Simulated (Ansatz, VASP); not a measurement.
## TeW in VASP and in Ansatz

INCAR

```
  ALGO = Normal
  EDIFF = 1E-6
  EDIFFG = -0.01
  ENCUT = 600
  GGA = PS
  IBRION = 2
  ISIF = 3
  ISMEAR = 0
  LASPH = T
  LCHARG = F
  LREAL = F
  LWAVE = F
  NELM = 100
  NSW = 80
  PREC = Accurate
  SIGMA = 0.1
```

KPOINTS

```
k-points
0
Gamma
  12 12 12
```

The input POSCAR:

```
TeW
1.0
    0.0000000000      3.0241765070      3.0241765070
    3.0241765070      0.0000000000      3.0241765070
    3.0241765070      3.0241765070      0.0000000000
W Te
1 1
Direct
    0.0000000000      0.0000000000      0.0000000000
    0.2500000000      0.2500000000      0.2500000000
```

Input for Ansatz:

```yaml
crystal:
  lattice:
    - [0.0, 3.024176507, 3.024176507]
    - [3.024176507, 0.0, 3.024176507]
    - [3.024176507, 3.024176507, 0.0]
  atoms:
    - { symbol: W, position: [0.0, 0.0, 0.0] }
    - { symbol: Te, position: [0.25, 0.25, 0.25] }
basis:
  ecutwfc: 420
kpoints:
  mp_grid: { grid: [12, 12, 12] }
hamiltonian:
  xc: pbesol
scf:
  occupations: { method: gaussian, width: 0.1 }
  lower_state_search: "off"
output:
  forces: true
  stress: true
  eigenvalues: true
  write_density: true
  write_potential: true
  elf: true
  volumetric_format: npy
relax:
  adjacent_minimum: "off"
  f_tol: 0.01
  max_steps: 60
  cell: { stress_tol: 0.05 }
```

Alike in both runs: task relaxation of cell and atoms; functional PBEsol; k mesh 12 × 12 × 12; occupations gaussian, width 0.1 eV; no spin polarisation.

|  | VASP | Ansatz |
| --- | --- | --- |
| version | VASP 6.6.1 | Ansatz 0.2.0 |
| potentials or method | VASP PAW PBE potentials, release 64 (W_sv, Te), cutoff 600 eV | scalar-relativistic, plane waves, PAW |
| valence electrons in the cell | 20 | 30 |

|  | VASP | Ansatz | Ansatz less VASP |
| --- | --- | --- | --- |
| gap on the k mesh at the Fermi level, each at its own relaxed structure (eV) | none | none | - |
| relaxed volume (Å³/atom) | 27.39 | 27.36 | -0.029 |
| relaxed cell length with the largest relative difference (Å) | 4.263 | 4.261 | -0.0015 |

VASP's potentials were made for PBE, not for PBEsol. A gap of «none» marks a metal or a gap that the smearing closes. VASP's potentials hold 20 valence electrons a cell and Ansatz's 30, so a difference there can come from the potentials and not from the codes.

Neither program's run includes spin-orbit coupling.
